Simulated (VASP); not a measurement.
# Bi (Im-3m) in VASP: a series of runs, part 2 of 3

VASP 6.6.1. Earlier steps stand in the parts before.

### Step 3. Relaxation of cell and atoms, PBEsol, target pressure 40.76 GPa, at which the enthalpy is minimised

This run uses another cell than the first one, of 24.42 Å³/atom.

File INCAR:

```
SYSTEM = Bi
PREC = Accurate
ENCUT = 600
EDIFF = 1E-6
ISMEAR = 0
SIGMA = 0.05
LREAL = .FALSE.
LASPH = .TRUE.
NELM = 60
ALGO = Normal
ISIF = 3
LWAVE = .FALSE.
LCHARG = .FALSE.
GGA = PS
IBRION = 2
NSW = 80
EDIFFG = -0.01
PSTRESS = 407.59999999999997
```

File KPOINTS:

```
Automatic mesh
0
G
  20 20 20
  0 0 0
```

File POSCAR:

```
Bi
1.0
   -1.8277391481      1.8277391481      1.8277391481
    1.8277391481     -1.8277391481      1.8277391481
    1.8277391481      1.8277391481     -1.8277391481
Bi
1
Direct
    0.0000000000      0.0000000000      0.0000000000
```

Potentials or basis: VASP PAW PBE potentials, release 64 (Bi_d).

Started as:

```
> cat potpaw_PBE.64/Bi_d/POTCAR > POTCAR
> mpirun -np 1 vasp_std > vasp.out
```

OUTCAR:

```text
SYSTEM = Bi
   PREC = Accurate
   ENCUT = 600
   EDIFF = 1E-6
   ISMEAR = 0
   LREAL = .FALSE.
   LASPH = .TRUE.
   NELM = 60
   ISIF = 3
   GGA = PS
   IBRION = 2
   NSW = 80
   EDIFFG = -0.01
   PSTRESS = 407.59999999999997

 ion  position               nearest neighbor table
   1  0.000  0.000  0.000-

  LATTYP: Found a body centered cubic cell.
 ALAT       =     3.6554782962

  Lattice vectors:

 A1 = (  -1.8277391481,   1.8277391481,   1.8277391481)
 A2 = (   1.8277391481,  -1.8277391481,   1.8277391481)
 A3 = (   1.8277391481,   1.8277391481,  -1.8277391481)

Analysis of symmetry for initial positions (statically):
=====================================================================
 Subroutine PRICEL returns:
 Original cell was already a primitive cell.

 Routine SETGRP: Setting up the symmetry group for a
 body centered cubic supercell.

 Subroutine GETGRP returns: Found 48 space group operations
 (whereof 48 operations were pure point group operations)
 out of a pool of 48 trial point group operations.

The static configuration has the point symmetry O_h .

Analysis of symmetry for dynamics (positions and initial velocities):
=====================================================================
[... 168 lines left out ...]
  external PRESSURE =    -205.9917210 kB  Pullay stress =     407.6000000 kB
[... 135 lines left out ...]
--------------------------------------- Ionic step        5  -------------------------------------------

 number of electron      15.0000002 magnetization

 Free energy of the ion-electron system (eV)
  ---------------------------------------------------
  ext. energy  EPLUGINS =         0.00000000
  ---------------------------------------------------
  free energy    TOTEN  =        -3.44622235 eV

  energy without entropy =       -3.44532628  energy(sigma->0) =       -3.44577432

 E-fermi :  13.1025     XC(G=0): -12.2578

 val. band max:       13.0908472972   @ k =  -0.4000   0.4500   0.3000
 cond. band min:      13.1108132213   @ k =  -0.4500  -0.4500   0.0500
 fundamental gap:      0.0199659241
 Fermi energy:        13.1025494573

 k-point     1 :       0.0000    0.0000    0.0000
  band No.  band energies     occupation
      1     -10.4738      2.00000
      2     -10.4738      2.00000
      3     -10.4738      2.00000
      4     -10.0822      2.00000
      5     -10.0822      2.00000
      6      -3.6656      2.00000
      7      21.2804      0.00000
      8      21.2804      0.00000
      9      21.2804      0.00000
     10      23.2980      0.00000
     11      23.2980      0.00000
[... 309 lines left out ...]
 k-point    24 :       0.2500    0.1000    0.0000
  band No.  band energies     occupation
      1     -10.5467      2.00000
      2     -10.4263      2.00000
      3     -10.1447      2.00000
      4     -10.0990      2.00000
      5     -10.0558      2.00000
      6      -1.0159      2.00000
      7      10.7897      2.00000
      8      15.3204      0.00000
      9      17.6489      0.00000
     10      21.9753      0.00000
     11      23.9096      0.00000

 [... further k-points ...]

------------------------ aborting loop because EDIFF is reached ----------------------------------------

  FORCE on cell =-STRESS in cart. coord.  units (eV):
  Direction    XX          YY          ZZ          XY          YZ          ZX
  --------------------------------------------------------------------------------------
  -------------------------------------------------------------------------------------
  Total        5.5390251      5.5390251      5.5390251     -0.0000000     -0.0000000      0.0000000
  in kB      407.4056992    407.4056992    407.4056992     -0.0000000     -0.0000000      0.0000000
  external PRESSURE =      -0.1943008 kB  Pullay stress =     407.6000000 kB
[... 20 lines left out ...]
  energy  without entropy=       -3.4453262784  energy(sigma->0) =       -3.44577432

  enthalpy is  TOTEN    =         2.0954444269 eV   P V=        5.5416667808

 reached required accuracy - stopping structural energy minimisation
```

OSZICAR:

```text
N       E                     dE             d eps       ncg     rms          rms(c)
DAV:   1     0.110732193547E+03    0.11073E+03   -0.89241E+03  5662   0.188E+03
DAV:   2     0.127302372545E+01   -0.10946E+03   -0.10699E+03  5776   0.391E+02
DAV:   3    -0.382652460897E+01   -0.50995E+01   -0.50046E+01  6492   0.895E+01
[... 46 lines left out ...]
DAV:   3    -0.344620101955E+01    0.87380E-03   -0.34112E-03  8956   0.129E+00    0.163E-02
DAV:   4    -0.344621202980E+01   -0.11010E-04   -0.58792E-05  6155   0.100E-01    0.903E-03
DAV:   5    -0.344622510727E+01   -0.13077E-04   -0.40023E-05  6216   0.700E-02    0.413E-03
DAV:   6    -0.344622281592E+01    0.22913E-05   -0.26295E-06  6285   0.219E-02    0.117E-03
DAV:   7    -0.344622235392E+01    0.46200E-06   -0.51861E-07  3466   0.625E-03
   5 F= 0.20954444E+01 E0= 0.20958925E+01  d E =-.185445E+00
```

CONTCAR:

```text
Bi
   1.00000000000000
    -1.7593501187151701    1.7593501187151701    1.7593501187151701
     1.7593501187151701   -1.7593501187151701    1.7593501187151701
     1.7593501187151701    1.7593501187151701   -1.7593501187151701
  Bi
     1
Direct
     0.0000000000000000    0.0000000000000000    0.0000000000000000

  0.00000000E+00  0.00000000E+00  0.00000000E+00
```

It took 2.2 min on 1 thread of Intel Xeon 6975P-C (Granite Rapids), shared host; peak memory 0.23 GiB.

Results:

```
Free energy                                                : -3.4462 eV
Relaxed volume                                             : 21.78 Å³/atom
Relaxed cell                                               : a = 3.047 Å, b = 3.047 Å, c = 3.047 Å, α = 109.47°, β = 109.47°, γ = 109.47°
Space group after relaxing (to 0.1 Å)                      : Im-3m (No. 229)
Energy change on relaxing (the run minimises the enthalpy) : +486.2 meV/atom
Ionic steps                                                : 5
Pressure after relaxing                                    : 40.7 GPa
Band gap on the k mesh                                     : zero (an odd number of electrons rules out a gap without spin polarisation)
```

Step by step:
| step | energy change (eV) | largest force (eV/Å) | pressure (GPa) | volume (Å³) |
| --- | --- | --- | --- | --- |
| 1 | 0.0000 | 0.0000 | 20.16 | 24.42 |
| 2 | 4.9808 | 0.0000 | 216.78 | 14.92 |
| 3 | 0.3963 | 0.0000 | 37.09 | 22.15 |
| 4 | 0.4551 | 0.0000 | 39.50 | 21.91 |
| 5 | 0.4862 | 0.0000 | 40.74 | 21.78 |

Final structure:
```
Bi
1.0
    -1.75935    1.75935    1.75935
     1.75935   -1.75935    1.75935
     1.75935    1.75935   -1.75935
Bi
1
Cartesian
  0.0000 0.0000 0.0000
```

Levels at points of the mesh, in eV from the Fermi level:
```csv
k point,band 6,band 7,band 8,band 9,band 10,band 11
"(0.00, 0.00, 0.00)",-16.77,8.18,8.18,8.18,10.20,10.20
"(0.50, 0.00, 0.00)",-11.18,-7.63,2.25,4.11,7.57,8.68
"(0.50, 0.50, 0.50)",-6.98,-2.85,-2.85,-2.85,3.19,3.19
```

Caveat: the cell is relaxed towards a set pressure, so the run minimises the enthalpy, not the energy; the PAW data sets were made with another functional, which shifts forces and pressure a little; spin-orbit coupling is left out, which moves the levels of the heavy elements.

### Step 4. Relaxation of cell and atoms, PBEsol, target pressure 20.16 GPa, at which the enthalpy is minimised

This run uses another cell than the first one, of 26.47 Å³/atom.

File INCAR:

```
SYSTEM = Bi
PREC = Accurate
ENCUT = 600
EDIFF = 1E-6
ISMEAR = 0
SIGMA = 0.05
LREAL = .False.
LASPH = .True.
NELM = 80
ALGO = Normal
ISIF = 3
LWAVE = .False.
LCHARG = .False.
GGA = PS
IBRION = 2
NSW = 80
EDIFFG = -0.01
PSTRESS = 201.6
```

File KPOINTS:

```
regular mesh
0
Gamma
  20 20 20
  0 0 0
```

File POSCAR:

```
Bi
1.0
   -1.8775493479      1.8775493479      1.8775493479
    1.8775493479     -1.8775493479      1.8775493479
    1.8775493479      1.8775493479     -1.8775493479
Bi
1
Direct
    0.0000000000      0.0000000000      0.0000000000
```

Started as:

```
> cat potpaw_PBE.64/Bi_d/POTCAR > POTCAR
> mpirun -np 1 vasp_std > vasp.out
```

It took 2.5 min on 1 thread of Intel Xeon 6975P-C (Granite Rapids), shared host; peak memory 0.25 GiB.

Results (log left out):

* Free energy: -3.9337 eV
* Relaxed volume: 24.43 Å³/atom
* Relaxed cell: a = 3.166 Å, b = 3.166 Å, c = 3.166 Å, α = 109.47°, β = 109.47°, γ = 109.47°
* Space group after relaxing (to 0.1 Å): Im-3m (No. 229)
* Energy change on relaxing (the run minimises the enthalpy): +188.4 meV/atom
* Ionic steps: 7
* Pressure after relaxing: 20.2 GPa
* Band gap on the k mesh: zero (an odd number of electrons rules out a gap without spin polarisation)

Step by step:
| step | energy change (eV) | largest force (eV/Å) | pressure (GPa) | volume (Å³) |
| --- | --- | --- | --- | --- |
| 1 | 0.0000 | 0.0000 | 10.07 | 26.47 |
| 2 | 1.0294 | 0.0000 | 54.61 | 20.59 |
| 3 | 0.1764 | 0.0000 | 19.58 | 24.53 |
| 4 | 0.1865 | 0.0000 | 20.07 | 24.45 |
| 5 | 0.1915 | 0.0000 | 20.32 | 24.41 |
| 6 | 0.1822 | 0.0000 | 19.84 | 24.48 |
| 7 | 0.1884 | 0.0000 | 20.18 | 24.43 |

Final structure:
```xyz
1
Lattice="-1.8279 1.8279 1.8279 1.8279 -1.8279 1.8279 1.8279 1.8279 -1.8279" Properties=species:S:1:pos:R:3 pbc="T T T"
Bi    0.0000    0.0000    0.0000
```

Levels at points of the mesh, in eV from the Fermi level:
| k point | band 6 | band 7 | band 8 | band 9 | band 10 | band 11 |
| --- | --- | --- | --- | --- | --- | --- |
| (0.00, 0.00, 0.00) | -15.54 | 7.09 | 7.09 | 7.09 | 10.39 | 10.39 |
| (0.50, 0.00, 0.00) | -10.90 | -6.70 | 2.04 | 4.00 | 6.98 | 8.28 |
| (0.50, 0.50, 0.50) | -7.48 | -2.45 | -2.45 | -2.45 | 3.30 | 3.30 |

Caveat: the cell is relaxed towards a set pressure, so the run minimises the enthalpy, not the energy; the PAW data sets were made with another functional, which shifts forces and pressure a little; spin-orbit coupling is left out, which moves the levels of the heavy elements.

(Part 2 of 3 ends here.)

The gap in the log of VASP goes by the Fermi energy; the results here count the filled bands.